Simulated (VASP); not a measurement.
A run of VASP 6.6.1 is set up as follows.

INCAR

```
ALGO = Fast
EDIFF = 1E-6
ENCUT = 520
GGA = PS
ISIF = 2
ISMEAR = 0
LASPH = True
LCHARG = False
LREAL = False
LWAVE = False
NBANDS = 30
NELM = 100
PREC = Accurate
SIGMA = 0.1
```

KPOINTS

```
k-points
0
Gamma
  18 18 6
```

File POSCAR:

```
Ag
1.0
    2.8674622173      0.0000000000      0.0000000000
   -1.4337311086      2.4832951246      0.0000000000
    0.0000000000      0.0000000000      9.3650804779
Ag
4
Direct
    0.0000000000      0.0000000000      0.0000000000
    0.0000000000      0.0000000000      0.5000000000
    0.3333333333      0.6666666667      0.2500000000
    0.6666666667      0.3333333333      0.7500000000
```

Potentials or basis: VASP PAW PBE potentials, release 64 (Ag).

Command:

```sh
$ cat potpaw_PBE.64/Ag/POTCAR > POTCAR
$ mpirun -np 1 vasp_std > vasp.out
```

(1) Estimate the pressure.

(2) Predict the band gap on the k mesh.

## Answers

(1) -0.3 GPa.

(2) zero (band 22 reaches 12.06 eV, above the bottom of band 23 at 5.48 eV).

Caveat: the PAW data sets were made with another functional, which shifts forces and pressure a little.
